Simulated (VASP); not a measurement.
# B (Fd-3m) in VASP: notebook

The runs below take B through single point, with PBE.

Everything below comes from runs of VASP 6.6.1. Logs are shortened: lines on timing, memory, paths and dates and some standing lists are left out, and cuts for length are marked.

## Step 1: The cell of the first run

Symmetry: Fd-3m, No. 227, cubic system. The conventional cell has a = 4.024 Å, b = 4.024 Å, c = 4.024 Å, α = 90.00°, β = 90.00°, γ = 90.00°. Within 2.3 Å of B (site symmetry -43m) lie 4 B at 1.74 Å.

This isn't the form of B at room conditions, which is rhombohedral.

## Step 2: Single point, PBE

INCAR

```
PREC     = Accurate       # precision mode
ENCUT    = 520            # plane-wave cutoff, eV
EDIFF    = 1E-6           # SCF threshold, eV
ISMEAR   = -1             # smearing method
SIGMA    = 0.06122561905347299 # smearing width, eV
LREAL    = F              # projectors in reciprocal space
LASPH    = T              # aspherical terms in the spheres
NELM     = 80             # most SCF steps
ALGO     = Normal         # electronic algorithm
ISIF     = 2              # what is computed and relaxed
LWAVE    = F              # write WAVECAR
LCHARG   = F              # write CHGCAR
GGA      = PE             # functional
NBANDS   = 10             # bands
```

KPOINTS

```
Automatic mesh
0
Gamma
  46 46 46
```

POSCAR

```
B
1.0
    0.0000000000      2.0121130426      2.0121130426
    2.0121130426      0.0000000000      2.0121130426
    2.0121130426      2.0121130426      0.0000000000
B
2
Direct
    0.0000000000      0.0000000000      0.0000000000
    0.2500000000      0.2500000000      0.2500000000
```

Potentials or basis: VASP PAW PBE potentials, release 64 (B).

On the command line:

```console
> cat potpaw_PBE.64/B/POTCAR > POTCAR
> mpirun -np 1 vasp_std > vasp.out
```

OUTCAR:

```text
PREC = Accurate
   ENCUT = 520
   EDIFF = 1E-6
   ISMEAR = -1
   LREAL = F
   LASPH = T
   NELM = 80
   ISIF = 2
   GGA = PE

 ion  position               nearest neighbor table
   1  0.000  0.000  0.000-   2 1.74   2 1.74   2 1.74   2 1.74
   2  0.250  0.250  0.250-   1 1.74   1 1.74   1 1.74   1 1.74

  LATTYP: Found a face centered cubic cell.
 ALAT       =     4.0242260852

  Lattice vectors:

 A1 = (   0.0000000000,   2.0121130426,   2.0121130426)
 A2 = (   2.0121130426,   0.0000000000,   2.0121130426)
 A3 = (   2.0121130426,   2.0121130426,   0.0000000000)

Analysis of symmetry for initial positions (statically):
=====================================================================
 Subroutine PRICEL returns:
 Original cell was already a primitive cell.

 Routine SETGRP: Setting up the symmetry group for a
 face centered cubic supercell.

 Subroutine GETGRP returns: Found 48 space group operations
 (whereof 24 operations were pure point group operations)
 out of a pool of 48 trial point group operations.

The static configuration has the point symmetry T_d .
 The point group associated with its full space group is O_h .

Analysis of symmetry for dynamics (positions and initial velocities):
=====================================================================
 Subroutine PRICEL returns:
 Original cell was already a primitive cell.

 Routine SETGRP: Setting up the symmetry group for a
 face centered cubic supercell.

 Subroutine GETGRP returns: Found 48 space group operations
 (whereof 24 operations were pure point group operations)
 out of a pool of 48 trial point group operations.

The dynamic configuration has the point symmetry T_d .
 The point group associated with its full space group is O_h .

 Subroutine INISYM returns: Found 48 space group operations
 (whereof 24 operations are pure point group operations),
 and found     1 'primitive' translations

----------------------------------------------------------------------------------------

                                     Primitive cell

  volume of cell :      16.2925

  direct lattice vectors                    reciprocal lattice vectors
     0.000000000  2.012113043  2.012113043    -0.248494985  0.248494985  0.248494985
     2.012113043  0.000000000  2.012113043     0.248494985 -0.248494985  0.248494985
     2.012113043  2.012113043  0.000000000     0.248494985  0.248494985 -0.248494985

  length of vectors
     2.845557554  2.845557554  2.845557554     0.430405939  0.430405939  0.430405939

  position of ions in fractional coordinates (direct lattice)
     0.000000000  0.000000000  0.000000000
     0.250000000  0.250000000  0.250000000

  ion indices of the primitive-cell ions
   primitive index   ion index
                 1           1
                 2           2

----------------------------------------------------------------------------------------

 KPOINTS: Automatic mesh

Automatic generation of k-mesh.
 Grid dimensions read from file:
 generate k-points for:   46   46   46

 Generating k-lattice:

  Cartesian coordinates                     Fractional coordinates (reciprocal lattice)
    -0.005402065  0.005402065  0.005402065     0.021739130  0.000000000  0.000000000
     0.005402065 -0.005402065  0.005402065     0.000000000  0.021739130  0.000000000
     0.005402065  0.005402065 -0.005402065     0.000000000  0.000000000  0.021739130

  Length of vectors
     0.009356651  0.009356651  0.009356651

  Shift w.r.t. Gamma in fractional coordinates (k-lattice)
     0.000000000  0.000000000  0.000000000

 Subroutine IBZKPT returns following result:
 ===========================================

 Found   2456 irreducible k-points:

 Following reciprocal coordinates:
            Coordinates               Weight
  0.000000  0.000000  0.000000      1.000000
  0.021739  0.000000  0.000000      8.000000
  0.043478  0.000000  0.000000      8.000000
  0.065217  0.000000  0.000000      8.000000
  0.086957  0.000000  0.000000      8.000000
  0.108696  0.000000  0.000000      8.000000
[... 16 lines left out ...]
  0.478261  0.000000  0.000000      8.000000
  0.500000  0.000000  0.000000      4.000000
 [... further k-points ...]
   k-points           NKPTS =   2456   k-points in BZ     NKDIM =   2456   number of bands    NBANDS=     10
   number of dos      NEDOS =    301   number of ions     NIONS =      2
   total plane-waves  NPLWV =  13824
   dimension x,y,z NGX =    24 NGY =   24 NGZ =   24
   dimension x,y,z NGXF=    48 NGYF=   48 NGZF=   48
   ions per type =               2
   NGX,Y,Z   is equivalent  to a cutoff of  14.02, 14.02, 14.02 a.u.
   NGXF,Y,Z  is equivalent  to a cutoff of  28.04, 28.04, 28.04 a.u.
 SYSTEM =  unknown system
   PREC   = accura    normal or accurate (medium, high low for compatibility)
   ISTART =      0    job   : 0-new  1-cont  2-samecut
   ICHARG =      2    charge: 1-file 2-atom 10-const
   ISPIN  =      1    spin polarized calculation?
   LNONCOLLINEAR =      F non collinear calculations
   LSORBIT =      F    spin-orbit coupling
   LASPH  =      T    aspherical Exc in radial PAW
   ENCUT  =  520.0 eV  38.22 Ry    6.18 a.u.   5.29  5.29  5.29*2*pi/ulx,y,z
   NELM   =     80;   NELMIN=  2; NELMDL= -5     # of ELM steps
   EDIFF  = 0.1E-05   stopping-criterion for ELM
   LREAL  =      F    real-space projection
   EDIFFG = 0.1E-04   stopping-criterion for IOM
   NSW    =      0    number of steps for IOM
   IBRION =     -1    ionic relax: 0-MD 1-quasi-New 2-CG
   NFREE  =      0    steps in history (QN), initial steepest desc. (CG)
   ISIF   =      2    stress and relaxation
   ISYM   =      2    0-nonsym 1-usesym 2-fastsym
   POTIM  = 0.5000    time-step for ionic-motion
   TEBEG  =    0.0;   TEEND  =   0.0 temperature during run
   PSTRESS=    0.0 pullay stress
   NELECT =       6.0000    total number of electrons
   NUPDOWN=      -1.0000    fix difference up-down
   EMIN   =  10.00;   EMAX   =-10.00  energy-range for DOS
   EFERMI =   0.00;   METHOD = LEGACY
   ISMEAR =    -1;   SIGMA  =   0.06  broadening in eV -4-tet -1-fermi 0-gaus
   EFERMI_NEDOS =   21; number of points for ismear=-14 and -15
   IALGO  =     38    algorithm
   IMIX   =      4    mixing-type and parameters
     AMIX     =   0.40;   BMIX     =  1.00
     AMIX_MAG =   1.60;   BMIX_MAG =  1.00
  volume/ion in A,a.u.               =       8.15        54.97
  Fermi-wavevector in a.u.,A,eV,Ry     =   1.173445  2.217490 18.734869  1.376974
  Thomas-Fermi vector in A             =   2.309858
   LORBIT       =      0    0 simple, 1 ext, 2 COOP (PROOUT), +10 PAW based schemes
   GGA     = PE    functional components
   LHFCALC =     F    Hartree Fock is set to
   AEXX    =    0.0000 exact exchange contribution
   IVDW    =     0    specifies the selected vdW correction
   LEPSILON=     F    determine dielectric tensor
   LRPA    =     F    only Hartree local field effects (RPA)
 non-spin polarized calculation
  energy-cutoff  :      520.00
  volume of cell :       16.29
 maximum number of plane-waves:       452
 NGX is ok and might be reduce to    24
   NGX = 11   NGY = 11   NGZ = 11

 number of electron       6.0000000 magnetization

 Free energy of the ion-electron system (eV)
  ---------------------------------------------------
  ext. energy  EPLUGINS =         0.00000000
  ---------------------------------------------------
  free energy    TOTEN  =       -11.51730914 eV

  energy without entropy =      -11.50683991  energy(sigma->0) =      -11.51207452

 E-fermi :   3.9127     XC(G=0): -11.2812

 val. band max:        3.9126648361   @ k =  -0.4130   0.2609   0.0652
 cond. band min:       3.9135241541   @ k =  -0.3913   0.1522   0.0217
 fundamental gap:      0.0008593180
 Fermi energy:         3.9127289374

 k-point     1 :       0.0000    0.0000    0.0000
  band No.  band energies     occupation
      1      -9.1127      2.00000
      2       8.0118      0.00000
      3       8.0118      0.00000
      4       8.0118      0.00000
      5      12.1929      0.00000
      6      12.1929      0.00000
      7      12.1929      0.00000
      8      20.8501      0.00000
      9      22.9657      0.00000
     10      27.1218      0.00000

 k-point     2 :       0.0217    0.0000    0.0000
  band No.  band energies     occupation
      1      -9.1023      2.00000
      2       7.9264      0.00000
      3       7.9896      0.00000
      4       7.9896      0.00000
      5      12.2215      0.00000
      6      12.2215      0.00000
      7      12.2541      0.00000
      8      20.8465      0.00000
      9      22.9851      0.00000
     10      26.8129      0.00000

 k-point     3 :       0.0435    0.0000    0.0000
  band No.  band energies     occupation
      1      -9.0712      2.00000
      2       7.6860      0.00000
      3       7.9255      0.00000
      4       7.9255      0.00000
      5      12.3054      0.00000
      6      12.3054      0.00000
      7      12.4237      0.00000
      8      20.8357      0.00000
      9      23.0420      0.00000
     10      26.3091      0.00000

 k-point     4 :       0.0652    0.0000    0.0000
  band No.  band energies     occupation
      1      -9.0193      2.00000
      2       7.3246      0.00000
      3       7.8254      0.00000
      4       7.8254      0.00000
      5      12.4369      0.00000
      6      12.4369      0.00000
      7      12.6680      0.00000
      8      20.8180      0.00000
      9      23.1330      0.00000
     10      25.8128      0.00000
[... 222 lines left out ...]
 k-point    22 :       0.4565    0.0000    0.0000
  band No.  band energies     occupation
      1      -4.6952      2.00000
      2      -2.6228      2.00000
      3       5.6631      0.00000
      4       5.6631      0.00000
      5      14.2766      0.00000
      6      14.2766      0.00000
      7      16.0416      0.00000
      8      19.9044      0.00000
      9      25.4230      0.00000
     10      27.3793      0.00000

 k-point    23 :       0.4783    0.0000    0.0000
  band No.  band energies     occupation
      1      -4.3524      2.00000
      2      -3.0176      2.00000
      3       5.6429      0.00000
      4       5.6429      0.00000
      5      14.2693      0.00000
      6      14.2693      0.00000
      7      16.0668      0.00000
      8      19.8885      0.00000
      9      25.4826      0.00000
     10      27.6664      0.00000

 k-point    24 :       0.5000    0.0000    0.0000
  band No.  band energies     occupation
      1      -4.1792      2.00000
      2      -3.2083      2.00000
      3       5.6362      0.00000
      4       5.6362      0.00000
      5      14.2667      0.00000
      6      14.2667      0.00000
      7      16.0752      0.00000
      8      19.8831      0.00000
      9      25.5035      0.00000
     10      27.7724      0.00000

 [... further k-points ...]

------------------------ aborting loop because EDIFF is reached ----------------------------------------

  FORCE on cell =-STRESS in cart. coord.  units (eV):
  Direction    XX          YY          ZZ          XY          YZ          ZX
  --------------------------------------------------------------------------------------
  -------------------------------------------------------------------------------------
  Total        0.3804303      0.3804303      0.3804303      0.0000000      0.0000000      0.0000000
  in kB       37.4109350     37.4109350     37.4109350      0.0000000      0.0000000      0.0000000
  external PRESSURE =      37.4109350 kB  Pullay stress =       0.0000000 kB

 VOLUME and BASIS-vectors are now :
 -----------------------------------------------------------------------------
  energy-cutoff  :      520.00
  volume of cell :       16.29
      direct lattice vectors                 reciprocal lattice vectors
     0.000000000  2.012113043  2.012113043    -0.248494985  0.248494985  0.248494985
     2.012113043  0.000000000  2.012113043     0.248494985 -0.248494985  0.248494985
     2.012113043  2.012113043  0.000000000     0.248494985  0.248494985 -0.248494985

 POSITION                                       TOTAL-FORCE (eV/Angst)
 -----------------------------------------------------------------------------------
      0.00000      0.00000      0.00000         0.000000      0.000000     -0.000000
      1.00606      1.00606      1.00606        -0.000000     -0.000000      0.000000
 -----------------------------------------------------------------------------------
    total drift:                               -0.000000      0.000000      0.000000

  FREE ENERGIE OF THE ION-ELECTRON SYSTEM (eV)
  ---------------------------------------------------
  free  energy   TOTEN  =       -11.5173091364 eV

  energy  without entropy=      -11.5068399092  energy(sigma->0) =      -11.51207452
```

Wall time 7 min (1 thread of Intel Xeon 8259CL, shared host); peak memory 0.42 GiB.

What came out:

```
Free energy            : -11.5173 eV
Pressure               : 3.7 GPa
Band gap on the k mesh : zero (bands 3 and 4 overlap by 7.31 eV)
```

Caveat: the cell stands under pressure.

## Step 3: Single point, PBE

This run uses another cell than the first one, of 8.31 Å³/atom.

INCAR

```
  PREC = Accurate
  ENCUT = 520
  EDIFF = 1E-6
  ISMEAR = -1
  SIGMA = 0.06122561905347299
  LREAL = False
  LASPH = True
  NELM = 100
  ALGO = Normal
  ISIF = 2
  LWAVE = False
  LCHARG = True
  GGA = PE
  LELF = True
  LVHAR = True
  NBANDS = 10
```

KPOINTS is that of step 2.

POSCAR

```
B
1.0
    0.0000000000      2.0257088134      2.0257088134
    2.0257088134      0.0000000000      2.0257088134
    2.0257088134      2.0257088134      0.0000000000
B
2
Direct
    0.0000000000      0.0000000000      0.0000000000
    0.2500000000      0.2500000000      0.2500000000
```

Potentials or basis: VASP PAW PBE potentials, release 64 (B).

On the command line:

```console
> cat potpaw_PBE.64/B/POTCAR > POTCAR
> mpirun -np 1 vasp_std > vasp.out
```

Run time: 7.5 min. Hardware: 1 thread of Intel Xeon 8259CL, shared host; peak memory 0.43 GiB.

It converged, with:

```yaml
Free_energy: -11.5213 eV
Pressure: 0.0 GPa
Band_gap_on_the_k_mesh: zero (bands 3 and 4 overlap by 7.16 eV)
```

Levels at points of the mesh, in eV from the Fermi level:
```tsv
k point	band 1	band 2	band 3	band 4	band 5	band 6
(0.00, 0.00, 0.00)	-12.88	4.03	4.03	4.03	8.17	8.17
(0.50, 0.00, 0.00)	-8.04	-7.01	1.70	1.70	10.23	10.23
(0.50, 0.50, 0.00)	-5.96	-5.96	-1.29	-1.29	7.20	7.20
```

## Step 4: Single point, PBE

This run uses another cell than the first one, of 8.48 Å³/atom.

INCAR

```
SYSTEM = B
PREC = Accurate
ENCUT = 520
EDIFF = 1E-6
ISMEAR = -1
SIGMA = 0.06122561905347299
LREAL = .False.
LASPH = .True.
NELM = 100
ALGO = Normal
ISIF = 2
LWAVE = .False.
LCHARG = .False.
GGA = PE
NBANDS = 10
```

KPOINTS

```
regular mesh
0
Gamma
  46 46 46
  0 0 0
```

POSCAR

```
B
1.0
    0.0000000000      2.0391244946      2.0391244946
    2.0391244946      0.0000000000      2.0391244946
    2.0391244946      2.0391244946      0.0000000000
B
2
Direct
    0.0000000000      0.0000000000      0.0000000000
    0.2500000000      0.2500000000      0.2500000000
```

On the command line:

```console
> cat potpaw_PBE.64/B/POTCAR > POTCAR
> mpirun -np 1 vasp_std > vasp.out
```

Wall time 6.9 min (1 thread of Intel Xeon 8259CL, shared host); peak memory 0.43 GiB.

It converged, with:

| Quantity | Value |
| --- | --- |
| Free energy | -11.5180 eV |
| Pressure | -3.4 GPa |
| Band gap on the k mesh | zero (bands 3 and 4 overlap by 7.03 eV) |

Levels at points of the mesh, in eV from the Fermi level:
```tsv
k point	band 1	band 2	band 3	band 4	band 5	band 6	band 7
(0.00, 0.00, 0.00)	-12.74	3.96	3.96	3.96	8.07	8.07	8.07
(0.50, 0.00, 0.00)	-7.99	-6.89	1.67	1.67	10.12	10.12	11.62
(0.50, 0.50, 0.00)	-5.92	-5.92	-1.26	-1.26	7.11	7.11	17.89
```

Caveat: the cell stands under tension.

## Step 5: The runs side by side

```tsv
cell	gap on the mesh (eV)	pressure (GPa)
a = 2.846 Å, angles 60.0°, 2 atoms	none	3.7
a = 2.865 Å, angles 60.0°, 2 atoms	none	0.0
a = 2.884 Å, angles 60.0°, 2 atoms	none	-3.4
```

Alike in all rows: task single point; level PBE; potentials or basis VASP PAW PBE potentials, release 64 (B); no spin polarisation; k mesh 46 × 46 × 46; cutoff (eV) 520; smearing fermi-dirac 0.0612256 eV.

Caveats: the cell stands under pressure (at least some runs); the cell stands under tension (at least some runs).

Total energies depend on the potentials used, so only differences within one code and one set of settings carry meaning.
